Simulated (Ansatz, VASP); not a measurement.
Ge in VASP and in Ansatz

POSCAR

```
Ge
1.0
    0.0000000000      2.8286750000      2.8286750000
    2.8286750000      0.0000000000      2.8286750000
    2.8286750000      2.8286750000      0.0000000000
Ge
2
Direct
    0.0000000000      0.0000000000      0.0000000000
    0.2500000000      0.2500000000      0.2500000000
```

INCAR.step1

```
SYSTEM = Ge
ALGO     = Normal         ! electronic algorithm
EDIFF    = 1E-4           ! SCF threshold, eV
ENCUT    = 600            ! plane-wave cutoff, eV
GGA      = PE             ! functional
ISMEAR   = -1             ! smearing method
LASPH    = .TRUE.         ! aspherical terms in the spheres
LCHARG   = .FALSE.        ! write CHGCAR
LREAL    = .FALSE.        ! projectors in reciprocal space
LWAVE    = .TRUE.         ! write WAVECAR
NELM     = 60             ! most SCF steps
PREC     = Accurate       ! precision mode
SIGMA    = 0.05           ! smearing width, eV
```

INCAR.step2

```
SYSTEM = Ge
ALGO     = Normal         ! electronic algorithm
EDIFF    = 1E-7           ! SCF threshold, eV
EDIFFG   = -0.01          ! ionic threshold
ENCUT    = 600            ! plane-wave cutoff, eV
IBRION   = 2              ! ionic algorithm
ISIF     = 3              ! what is computed and relaxed
ISMEAR   = -1             ! smearing method
ISTART   = 1            
LASPH    = .TRUE.         ! aspherical terms in the spheres
LCHARG   = .FALSE.        ! write CHGCAR
LMIXTAU  = .TRUE.       
LREAL    = .FALSE.        ! projectors in reciprocal space
LWAVE    = .FALSE.        ! write WAVECAR
METAGGA  = R2SCAN         ! meta-GGA
NELM     = 60             ! most SCF steps
NSW      = 80             ! ionic steps
PREC     = Accurate       ! precision mode
SIGMA    = 0.05           ! smearing width, eV
```

The input KPOINTS:

```
k-points
0
G
  12 12 12
  0 0 0
```

Input for Ansatz:

```yaml
crystal:
  lattice:
    - [0.0, 2.828675, 2.828675]
    - [2.828675, 0.0, 2.828675]
    - [2.828675, 2.828675, 0.0]
  atoms:
    - { symbol: Ge, position: [0.0, 0.0, 0.0] }
    - { symbol: Ge, position: [0.25, 0.25, 0.25] }
basis:
  ecutwfc: 500
  xc_grid: 2
hamiltonian:
  xc: r2scan
  pseudopotentials: { kind: paw, azcp: { folder: soft_1 } }
kpoints:
  mp_grid: { grid: [12, 12, 12] }
scf:
  occupations: { method: fermi_dirac, width: 0.05 }
  max_iter: 150
output:
  forces: true
  stress: true
relax:
  f_tol: 0.01
  max_steps: 60
  cell: {}
checkpoint:
  write: "../r2scan.run"
  compress: false
  write_wavefunctions: false
  write_every: 100000
```

Alike in both runs: task relaxation of cell and atoms; functional r2SCAN; k mesh 12 × 12 × 12; occupations fermi-dirac, width 0.05 eV; no spin polarisation.

```csv
,VASP,Ansatz
version,VASP 6.6.1,Ansatz 0.2.0
potentials or method,"VASP PAW PBE potentials, release 64 (Ge_d), cutoff 600 eV",plane-wave PAW DFT
valence electrons in the cell,28,28
```

|  | VASP | Ansatz | Ansatz less VASP |
| --- | --- | --- | --- |
| relaxed volume (Å³/atom) | 22.88 | 22.83 | -0.049 |
| relaxed length of the cell vector where the two differ most in proportion (Å) | 4.015 | 4.012 | -0.0029 |

VASP's potentials were made for PBE, not for r2SCAN.
